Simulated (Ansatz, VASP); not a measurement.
**Two plane-wave programs on AgBiSCl2**

```xyz
10
Lattice="3.9310 0.0000 0.0000 1.9655 -6.7869 0.0000 0.0000 0.0000 -8.7350" Properties=species:S:1:pos:R:3 pbc="T T T"
Cl    1.9655   -2.1205   -3.8246
Cl    3.9310   -4.6664   -8.1921
Cl    3.9310   -4.6664   -4.9104
Cl    1.9655   -2.1205   -0.5429
Bi    1.9655   -2.8298   -6.5513
Bi    3.9310   -3.9570   -2.1838
Ag    0.0000    0.0000   -4.3675
Ag    0.0000    0.0000    0.0000
S     3.9310   -1.0991   -6.5513
S     1.9655   -5.6878   -2.1838
```

Alike in both runs: task single point; functional LDA; k mesh 5 × 5 × 2; no spin polarisation.

```csv
,VASP,Ansatz
version,VASP 6.6.1,Ansatz 0.2.0
potentials or method,"VASP PAW LDA potentials, release 64 (Cl, Bi_d, Ag, S), cutoff 520 eV",PAW plane waves
occupations,"methfessel-paxton of order 1, width 0.0415 eV","cold, width 0.0415 eV"
valence electrons in the cell,92,108
```

Ansatz gave:

```
gap on the k mesh at the Fermi level (eV)                     : 1.03
pressure (GPa)                                                : -1.8
traceless stress, the component that is largest in VASP (GPa) : -1.74
rms of the force components (eV/Å)                            : 0.207
```

Problem. Which values does VASP return?

Solution. gap on the k mesh at the Fermi level (eV): 1.04; pressure (GPa): -1.8; traceless stress, the component that is largest in VASP (GPa): -1.69; rms of the force components (eV/Å): 0.210.

LDA's correlation is that of Perdew and Zunger in VASP and of Perdew and Wang (1992) in Ansatz. Atom by atom the forces differ by 0.004 eV/Å (rms over components). VASP's potentials hold 92 valence electrons a cell and Ansatz's 108, so a difference there can come from the potentials and not from the codes.

Spin-orbit coupling is off throughout.
